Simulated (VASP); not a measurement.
Crystal: LaB6.

```
La B
1.0
     4.15234    0.00000    0.00000
     0.00000    4.15234    0.00000
     0.00000    0.00000    4.15234
La B
1 6
Direct
  0.00000 0.00000 0.00000
  0.20008 0.50000 0.50000
  0.79992 0.50000 0.50000
  0.50000 0.50000 0.20008
  0.50000 0.50000 0.79992
  0.50000 0.20008 0.50000
  0.50000 0.79992 0.50000
```

Base run:

* Program: VASP 6.6.1
* Functional: r2SCAN
* Dispersion: D4
* Potentials or basis: VASP PAW PBE potentials, release 64 (La, B)
* Cutoff: 520 eV
* k mesh: 8 × 8 × 8
* Occupations: gaussian, width 0.05 eV
* Spin: no spin polarisation

Its results: pressure -1.7 GPa; largest force 0.030 eV/Å.

**Question.** The run is repeated on the same cell with these changes: dispersion from D4 to none; further incar settings from ALGO = Normal; EDIFF = 1e-07; NBANDS = 24 to ALGO = Normal; EDIFF = 1e-06; NBANDS = 24. What comes out?

**Answer.** Pressure 0.0 GPa; largest force 0.027 eV/Å.

Caveats: the PAW data sets were made with another functional, which shifts forces and pressure a little; pairwise dispersion overbinds metals, which lowers pressure and volume (some runs).
